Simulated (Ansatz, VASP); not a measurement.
## One calculation of ZrRh2, two programs

```xyz
6
Lattice="5.1742 0.0000 0.0000 0.0000 5.1742 0.0000 0.0000 0.0000 4.7282" Properties=species:S:1:pos:R:3 pbc="T T T"
Zr    0.0000    0.0000    0.0000
Zr    2.5871    2.5871    2.3641
Rh    1.6629    1.6629    0.0000
Rh    0.9242    4.2500    2.3641
Rh    3.5113    3.5113    0.0000
Rh    4.2500    0.9242    2.3641
```

Change from the starting cell: species swapped into the PbO2 type (P4_2/mnm, No. 136).

Alike in both runs: functional PBE; k mesh 8 × 8 × 8; occupations gaussian, width 0.01 eV; no spin polarisation.

Ansatz relaxed the structure, and its values are those at the end. VASP's run is a single point on that final structure, the one shown.

|  | VASP | Ansatz |
| --- | --- | --- |
| version | VASP 6.6.1 | Ansatz 0.2.0 |
| potentials or method | VASP PAW PBE potentials, release 64 (Zr_sv, Rh_pv), cutoff 520 eV | scalar-relativistic, plane waves, PAW |
| valence electrons in the cell | 84 | 92 |

```csv
,VASP,Ansatz,Ansatz less VASP
gap on the k mesh at the Fermi level (eV),0.07,0.07,+0.002
least direct gap on the mesh (eV),0.16,0.15,-0.005
pressure (GPa),0.3,0.0,-0.29
rms of the force components (eV/Å),0.042,0.000,-0.0417
```

VASP's potentials hold 84 valence electrons a cell and Ansatz's 92, so a difference there can come from the potentials and not from the codes.
